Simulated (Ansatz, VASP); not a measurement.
# Two plane-wave programs on Te

```
CELL_PARAMETERS angstrom
6.54914 0.00000 0.00000
-3.27457 5.67172 0.00000
0.00000 0.00000 5.78010
ATOMIC_POSITIONS crystal
Te 0.17488 0.00000 0.33333
Te 0.00000 0.17488 0.66667
Te 0.82512 0.82512 0.00000
```

Alike in both runs: functional RPBE; k mesh 5 × 5 × 3; occupations fermi-dirac, width 0.05 eV; no spin polarisation.

Ansatz relaxed the structure, and its values are those at the end. VASP's run is a single point on that final structure, the one shown.

|  | VASP | Ansatz |
| --- | --- | --- |
| version | VASP 6.6.1 | Ansatz 0.2.0 |
| potentials or method | VASP PAW PBE potentials, release 64 (Te), cutoff 520 eV | plane waves (420 eV) with PAW, scalar-relativistic |
| valence electrons in the cell | 18 | 48 |

|  | VASP | Ansatz | Ansatz less VASP |
| --- | --- | --- | --- |
| pressure (GPa) | 0.0 | 0.0 | -0.01 |
| rms of the force components (eV/Å) | 0.007 | 0.000 | -0.0069 |

VASP's potentials were made for PBE, not for RPBE. With one functional, cell and mesh, what is left measures potentials, basis and numerics. VASP's potentials hold 18 valence electrons a cell and Ansatz's 48, so a difference there can come from the potentials and not from the codes.

Neither program's run includes spin-orbit coupling.
